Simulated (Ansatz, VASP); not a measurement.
Two plane-wave programs on MgS

```
Mg S
1.0
     0.00000    2.82577    2.82577
     2.82577    0.00000    2.82577
     2.82577    2.82577    0.00000
Mg S
1 1
Direct
  0.00000 0.00000 0.00000
  0.25000 0.25000 0.25000
```

Alike in both runs: functional PBEsol; k mesh 8 × 8 × 8; occupations gaussian, width 0.02 eV; no spin polarisation.

Ansatz relaxed the structure, and its values are those at the end. VASP's run is a single point on that final structure, the one shown.

|  | VASP | Ansatz |
| --- | --- | --- |
| version | VASP 6.6.1 | Ansatz 0.2.0 |
| potentials or method | VASP PAW PBE potentials, release 64 (Mg, S), cutoff 600 eV | scalar-relativistic, plane waves, PAW |
| valence electrons in the cell | 8 | 16 |

```csv
,VASP,Ansatz,Ansatz less VASP
gap on the k mesh at the Fermi level (eV),3.32,3.32,-0.002
least direct gap on the mesh (eV),3.32,3.32,-0.002
pressure (GPa),-0.1,0.0,+0.07
```

VASP's potentials were made for PBE, not for PBEsol, and Ansatz warns of the same on its side. VASP's potentials hold 8 valence electrons a cell and Ansatz's 16, so a difference there can come from the potentials and not from the codes.
